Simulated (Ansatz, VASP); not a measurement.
One calculation of BN, two programs

```
B N
1.0
     0.00000    1.81233    1.81233
     1.81233    0.00000    1.81233
     1.81233    1.81233    0.00000
B N
1 1
Direct
  0.00000 0.00000 0.00000
  0.75000 0.75000 0.75000
```

Alike in both runs: functional PBE; k mesh 12 × 12 × 12; occupations gaussian, width 0.02 eV; no spin polarisation.

Ansatz relaxed the structure, and its values are those at the end. VASP's run is a single point on that final structure, the one shown.

|  | VASP | Ansatz |
| --- | --- | --- |
| version | VASP 6.6.1 | Ansatz 0.2.0 |
| potentials or method | VASP PAW PBE potentials, release 64 (B, N), cutoff 520 eV | scalar-relativistic, plane waves, PAW |
| valence electrons in the cell | 8 | 8 |

|  | VASP | Ansatz | Ansatz less VASP |
| --- | --- | --- | --- |
| gap on the k mesh at the Fermi level (eV) | 4.45 | 4.46 | +0.012 |
| least direct gap on the mesh (eV) | 8.78 | 8.79 | +0.011 |
| pressure (GPa) | 0.2 | 0.0 | -0.25 |

With one functional, cell and mesh, what is left measures potentials, basis and numerics.
